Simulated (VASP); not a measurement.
# MgS in VASP: settings compared, part 2 of 2

VASP 6.6.1.

### Step 4. Single point, r2SCAN (shear xy strain -1.0%)

File POSCAR:

```
MgS
1.0
    4.0286256344     -0.0201431281      0.0000000000
   -2.0317572780      3.4989637058      0.0000000000
    0.0000000000      0.0000000000      6.4543927861
Mg S
2 2
Direct
    0.3339882850      0.6666610866     -0.0028690014
    0.6660117150      0.3333389134      0.4971309986
    0.3352335428      0.6667019848      0.3778690014
    0.6647664572      0.3332980152      0.8778690014
```

File INCAR.step1:

```
PREC = Accurate
ENCUT = 520
ISMEAR = 0
SIGMA = 0.01
LREAL = False
LASPH = True
NELM = 80
NBANDS = 16
GGA = PE
ALGO = Normal
EDIFF = 1E-4
LWAVE = True
LCHARG = False
```

File INCAR.step2:

```
PREC = Accurate
ENCUT = 520
EDIFF = 1E-6
ISMEAR = 0
SIGMA = 0.01
LREAL = False
LASPH = True
NELM = 80
ALGO = Normal
ISIF = 2
LWAVE = False
LCHARG = False
METAGGA = R2SCAN
LMIXTAU = True
NBANDS = 16
ISTART = 1
```

File KPOINTS:

```
Automatic mesh
0
Gamma
  12 12 4
```

Potentials or basis: VASP PAW PBE potentials, release 64 (Mg, S).

On the command line:

```bash
$ cat potpaw_PBE.64/Mg/POTCAR potpaw_PBE.64/S/POTCAR > POTCAR
$ cp INCAR.step1 INCAR
$ mpirun -np 1 vasp_std > vasp.out
$ cp INCAR.step2 INCAR
$ mpirun -np 1 vasp_std > vasp.out
```

OUTCAR:

```text
PREC = Accurate
   ENCUT = 520
   EDIFF = 1E-6
   ISMEAR = 0
   LREAL = False
   LASPH = True
   NELM = 80
   ISIF = 2
   METAGGA = R2SCAN
   ISTART = 1

 ion  position               nearest neighbor table
   1  0.334  0.667  0.997-   4 2.45   4 2.45   4 2.45   3 2.46
   2  0.666  0.333  0.497-   3 2.45   3 2.45   3 2.45   4 2.46
   3  0.335  0.667  0.378-   2 2.45   2 2.45   2 2.45   1 2.46
   4  0.665  0.333  0.878-   1 2.45   1 2.45   1 2.45   2 2.46

  LATTYP: Found a simple monoclinic cell.
[... 659 lines left out ...]
  FORCE on cell =-STRESS in cart. coord.  units (eV):
  Direction    XX          YY          ZZ          XY          YZ          ZX
  --------------------------------------------------------------------------------------
  -------------------------------------------------------------------------------------
  Total       -0.1680869     -0.1639545     -0.1500911      0.1153923      0.0000000      0.0000000
  in kB       -2.9686264     -2.8956418     -2.6507978      2.0379733      0.0000000      0.0000000
  external PRESSURE =      -2.8383554 kB  Pullay stress =       0.0000000 kB

 VOLUME and BASIS-vectors are now :
 -----------------------------------------------------------------------------
  energy-cutoff  :      520.00
  volume of cell :       90.72
      direct lattice vectors                 reciprocal lattice vectors
     4.028625634 -0.020143128  0.000000000     0.248946394  0.144556700  0.000000000
    -2.031757278  3.498963706  0.000000000     0.001433156  0.286631102  0.000000000
     0.000000000  0.000000000  6.454392786     0.000000000  0.000000000  0.154933242

 POSITION                                       TOTAL-FORCE (eV/Angst)
 -----------------------------------------------------------------------------------
     -0.00898      2.32590      6.43588        -0.004260      0.000264      0.002459
      2.00585      1.15293      3.20868         0.004260     -0.000264      0.002459
     -0.00405      2.32601      2.43891        -0.000911      0.000038     -0.002459
      2.00091      1.15281      5.66611         0.000911     -0.000038     -0.002459
 -----------------------------------------------------------------------------------
    total drift:                               -0.000000     -0.000000      0.011043

  FREE ENERGIE OF THE ION-ELECTRON SYSTEM (eV)
  ---------------------------------------------------
  free  energy   TOTEN  =       -30.9355455274 eV

  energy  without entropy=      -30.9355455274  energy(sigma->0) =      -30.93554553
```

OSZICAR.step1:

```text
N       E                     dE             d eps       ncg     rms          rms(c)
DAV:   1     0.623136579386E+02    0.62314E+02   -0.59487E+03  7104   0.807E+02
DAV:   2    -0.121180845978E+02   -0.74432E+02   -0.68145E+02 10568   0.137E+02
DAV:   3    -0.179224827695E+02   -0.58044E+01   -0.57806E+01  9536   0.412E+01
DAV:   4    -0.179915264763E+02   -0.69044E-01   -0.69034E-01  8880   0.556E+00
DAV:   5    -0.179928049989E+02   -0.12785E-02   -0.12785E-02  9648   0.765E-01    0.573E+00
DAV:   6    -0.170256487733E+02    0.96716E+00   -0.14985E+00  7576   0.564E+00    0.443E+00
DAV:   7    -0.169592172353E+02    0.66432E-01   -0.38195E-01  8968   0.288E+00    0.332E+00
DAV:   8    -0.169778070810E+02   -0.18590E-01   -0.40397E-02  7784   0.138E+00    0.220E+00
DAV:   9    -0.169753558996E+02    0.24512E-02   -0.45147E-03  8184   0.467E-01    0.486E-01
DAV:  10    -0.169758224570E+02   -0.46656E-03   -0.17720E-03  9408   0.192E-01    0.106E-01
DAV:  11    -0.169758908132E+02   -0.68356E-04   -0.17309E-04  7560   0.730E-02
   1 F= -.16975891E+02 E0= -.16975891E+02  d E =-.959104E-26
```

Wall time 22 min (1 thread of AMD EPYC 7R43 (Zen 3), shared host); peak memory 0.39 GiB.

What came out:

- Free energy: -30.9355 eV
- Pressure: -0.3 GPa
- Largest force: 0.005 eV/Å
- Band gap on the k mesh: 4.13 eV, direct

Forces on the atoms (eV/Å):
```
Mg  -0.004  0.000  0.002
Mg   0.004  0.000  0.002
S   -0.001  0.000 -0.002
S    0.001  0.000 -0.002
```

Levels at points of the mesh, in eV from the valence-band top:
```
           k point  band 5  band 6  band 7  band 8  band 9  band 10  band 11  band 12
(0.00, 0.00, 0.00)   -0.50   -0.14   -0.10    0.00    4.13     5.41     8.08     8.20
(0.50, 0.00, 0.00)   -1.87   -1.26   -0.90   -0.47    5.25     5.67     6.42     8.03
(0.00, 0.50, 0.00)   -1.87   -1.22   -0.92   -0.44    5.30     5.70     6.46     8.09
(0.50, 0.50, 0.00)   -1.88   -1.18   -0.93   -0.41    5.34     5.73     6.49     8.15
(0.00, 0.00, 0.50)   -0.36   -0.36   -0.31   -0.31    5.61     5.61     8.23     8.23
(0.50, 0.00, 0.50)   -0.90   -0.90   -0.80   -0.80    5.18     5.18     6.92     6.92
(0.00, 0.50, 0.50)   -0.86   -0.86   -0.80   -0.80    5.19     5.19     6.93     6.93
(0.50, 0.50, 0.50)   -0.83   -0.83   -0.80   -0.80    5.19     5.19     6.95     6.95
```

Caveat: the cell differs from its parent crystal (shear xy strain -1.0%); the PAW data sets were made with another functional, which shifts forces and pressure a little.

### Step 5. Single point, HSE06 (strain +0.5%)

File POSCAR:

```
MgS
1.0
    4.0487687626      0.0000000000      0.0000000000
   -2.0243843813      3.5063366025      0.0000000000
    0.0000000000      0.0000000000      6.4866647501
Mg S
2 2
Direct
    0.3333333333      0.6666666667     -0.0028727190
    0.6666666667      0.3333333333      0.4971272810
    0.3333333333      0.6666666667      0.3778727190
    0.6666666667      0.3333333333      0.8778727190
```

File INCAR.step1:

```
SYSTEM = MgS
PREC     = Accurate       ! precision mode
ENCUT    = 520            ! plane-wave cutoff, eV
EDIFF    = 1E-5           ! SCF threshold, eV
ISMEAR   = 0              ! smearing method
SIGMA    = 0.01           ! smearing width, eV
LREAL    = .FALSE.        ! projectors in reciprocal space
LASPH    = .TRUE.         ! aspherical terms in the spheres
NELM     = 60             ! most SCF steps
ALGO     = Normal         ! electronic algorithm
ISIF     = 2              ! what is computed and relaxed
LWAVE    = .TRUE.         ! write WAVECAR
LCHARG   = .FALSE.        ! write CHGCAR
NBANDS   = 16             ! bands
GGA      = PE             ! functional
```

File INCAR.step2:

```
SYSTEM = MgS
PREC     = Accurate       ! precision mode
ENCUT    = 520            ! plane-wave cutoff, eV
EDIFF    = 1E-6           ! SCF threshold, eV
ISMEAR   = 0              ! smearing method
SIGMA    = 0.01           ! smearing width, eV
LREAL    = .FALSE.        ! projectors in reciprocal space
LASPH    = .TRUE.         ! aspherical terms in the spheres
NELM     = 60             ! most SCF steps
ALGO     = Normal         ! electronic algorithm
ISIF     = 2              ! what is computed and relaxed
LWAVE    = .FALSE.        ! write WAVECAR
LCHARG   = .FALSE.        ! write CHGCAR
GGA      = PE             ! functional
LHFCALC  = .TRUE.         ! exact exchange
HFSCREEN = 0.2079         ! screening, 1/A
PRECFOCK = Normal       
NBANDS   = 16             ! bands
ISTART   = 1
```

File KPOINTS:

```
Automatic mesh
0
G
  6 6 4
  0 0 0
```

On the command line:

```bash
$ cat potpaw_PBE.64/Mg/POTCAR potpaw_PBE.64/S/POTCAR > POTCAR
$ cp INCAR.step1 INCAR
$ mpirun -np 1 vasp_std > vasp.out
$ cp INCAR.step2 INCAR
$ mpirun -np 1 vasp_std > vasp.out
```

Wall time 37 min (1 thread of AMD EPYC 9R45 (Zen 5), shared host); peak memory 0.32 GiB.

It converged, with:

```yaml
Free_energy: -19.7250 eV
Pressure: -1.0 GPa
Band_gap_on_the_k_mesh: 4.44 eV, direct
```

Levels at points of the mesh, in eV from the valence-band top:
```
           k point  band 6  band 7  band 8  band 9  band 10  band 11
(0.00, 0.00, 0.00)   -0.12   -0.12    0.00    4.44     5.77     8.70
(0.50, 0.00, 0.00)   -1.28   -0.96   -0.47    5.80     6.25     6.89
(0.00, 0.00, 0.50)   -0.35   -0.35   -0.35    5.97     5.97     8.77
(0.50, 0.00, 0.50)   -0.91   -0.84   -0.84    5.68     5.68     7.42
```

Caveat: the cell differs from its parent crystal (strain +0.5%); the PAW data sets were made with another functional, which shifts forces and pressure a little.

### Step 6. The runs side by side

```csv
level,cell,k mesh,smearing,grid for exact exchange (PRECFOCK),screening parameter,gap on the mesh (eV),pressure (GPa)
r2SCAN,"a = 4.029, b = 4.029, c = 6.713 Å, angles 90.0, 90.0, 120.0°, 4 atoms",12 × 12 × 4,gaussian 0.01 eV,-,-,3.94,-2.4
PBE,"a = 4.029, b = 4.046, c = 6.454 Å, angles 90.0, 90.0, 120.4°, 4 atoms",12 × 12 × 4,fermi-dirac 0.02 eV,-,-,3.46,0.9
r2SCAN,"a = 4.029, b = 4.046, c = 6.454 Å, angles 90.0, 90.0, 120.4°, 4 atoms",12 × 12 × 4,gaussian 0.01 eV,-,-,4.13,-0.3
HSE06,"a = 4.049, b = 4.049, c = 6.487 Å, angles 90.0, 90.0, 120.0°, 4 atoms",6 × 6 × 4,gaussian 0.01 eV,Normal,0.2079 1/Å,4.44,-1.0
```

Alike in all rows: task single point; potentials or basis VASP PAW PBE potentials, release 64 (Mg, S); no spin polarisation; cutoff (eV) 520.

Caveats: the PAW data sets were made with another functional, which shifts forces and pressure a little (some runs).

Absolute energies hang on the potentials; compare differences alone.
